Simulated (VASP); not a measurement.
Wanted: the native input for a VASP 6.6.1 run.

| Property | Result |
| --- | --- |
| Task | single point |
| Functional | r2SCAN |
| Potentials or basis | VASP PAW PBE potentials, release 64 (Zn) |
| Cutoff | 520 eV |
| k mesh | 15 × 15 × 15 |
| Occupations | fermi-dirac, width 0.1 eV |
| Spin | no spin polarisation |
| Dipole correction | no |
| Further INCAR settings | ALGO = Normal; EDIFF = 1e-07; NBANDS = 12 |

Crystal: Zn.

```
Zn
1.0
     0.00000    1.98990    1.98990
     1.98990    0.00000    1.98990
     1.98990    1.98990    0.00000
Zn
1
Direct
  0.00000 0.00000 0.00000
```

The input as run:

POSCAR

```
Zn
1.0
    0.0000000000      1.9898975966      1.9898975966
    1.9898975966      0.0000000000      1.9898975966
    1.9898975966      1.9898975966      0.0000000000
Zn
1
Direct
    0.0000000000      0.0000000000      0.0000000000
```

INCAR.step1

```
PREC = Accurate ; ENCUT = 520
ISMEAR = -1 ; SIGMA = 0.1
LREAL = F ; LASPH = T
NELM = 100 ; NBANDS = 12
GGA = PE ; ALGO = Normal
EDIFF = 1E-4 ; LWAVE = T
LCHARG = F
```

INCAR.step2

```
PREC = Accurate ; ENCUT = 520
EDIFF = 1E-7 ; ISMEAR = -1
SIGMA = 0.1 ; LREAL = F
LASPH = T ; NELM = 100
ALGO = Normal ; ISIF = 2
LWAVE = F ; LCHARG = F
METAGGA = R2SCAN ; LMIXTAU = T
NBANDS = 12 ; ISTART = 1
```

KPOINTS

```
Automatic mesh
0
Gamma
  15 15 15
```

Potentials or basis: VASP PAW PBE potentials, release 64 (Zn).

The run is started by

```bash
$ cat potpaw_PBE.64/Zn/POTCAR > POTCAR
$ cp INCAR.step1 INCAR
$ mpirun -np 1 vasp_std > vasp.out
$ cp INCAR.step2 INCAR
$ mpirun -np 1 vasp_std > vasp.out
```

It gave:

| Item | Value |
| --- | --- |
| Pressure | -6.4 GPa |
| Band gap on the k mesh | zero (band 6 reaches 4.55 eV, above the bottom of band 7 at 1.43 eV) |

Caveat: the PAW data sets were made with another functional, which shifts forces and pressure a little.

Wall time 42 s on 1 thread of Intel(R) Xeon(R) 6975P-C (Granite Rapids), on a shared host, peak memory 0.15 GiB.
